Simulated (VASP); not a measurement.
Write the native input for VASP 6.6.1 that does the following.

```
Task                   : single point
Functional             : PBE
Potentials or basis    : VASP PAW PBE potentials, release 64 (W_sv, C)
Cutoff                 : 520 eV
k mesh                 : 10 × 10 × 10
Occupations            : gaussian, width 0.023 eV
Spin                   : no spin polarisation
Dipole correction      : no
Further INCAR settings : ALGO = Normal; EDIFF = 1e-06; NBANDS = 16
```

The structure of WC lies in POSCAR:

```
WC
1.0
    0.0000000000      2.1926840000      2.1926840000
    2.1926840000      0.0000000000      2.1926840000
    2.1926840000      2.1926840000      0.0000000000
W C
1 1
Direct
    0.0000000000      0.0000000000      0.0000000000
    0.5000000000      0.5000000000      0.5000000000
```

The input as run:

INCAR

```
SYSTEM = WC
ALGO = Normal ; EDIFF = 1E-6
ENCUT = 520 ; GGA = PE
ISIF = 2 ; ISMEAR = 0
LASPH = .TRUE. ; LCHARG = .FALSE.
LREAL = .FALSE. ; LWAVE = .FALSE.
NBANDS = 16 ; NELM = 80
PREC = Accurate ; SIGMA = 0.023
```

KPOINTS

```
k-points
0
G
  10 10 10
  0 0 0
```

Potentials or basis: VASP PAW PBE potentials, release 64 (W_sv, C).

Launch:

```console
$ cat potpaw_PBE.64/W_sv/POTCAR potpaw_PBE.64/C/POTCAR > POTCAR
$ mpirun -np 1 vasp_std > vasp.out
```

It gave:

```yaml
Pressure: -0.6 GPa
Band_gap_on_the_k_mesh: zero (band 9 reaches 13.45 eV, above the bottom of band 10 at 10.27 eV)
```

Caveat: spin-orbit coupling is left out, which moves the levels of the heavy elements.

Run time: 7.4 s on 1 thread of Intel(R) Xeon(R) Platinum 8559C (Emerald Rapids) (shared host), peak memory 0.15 GiB.
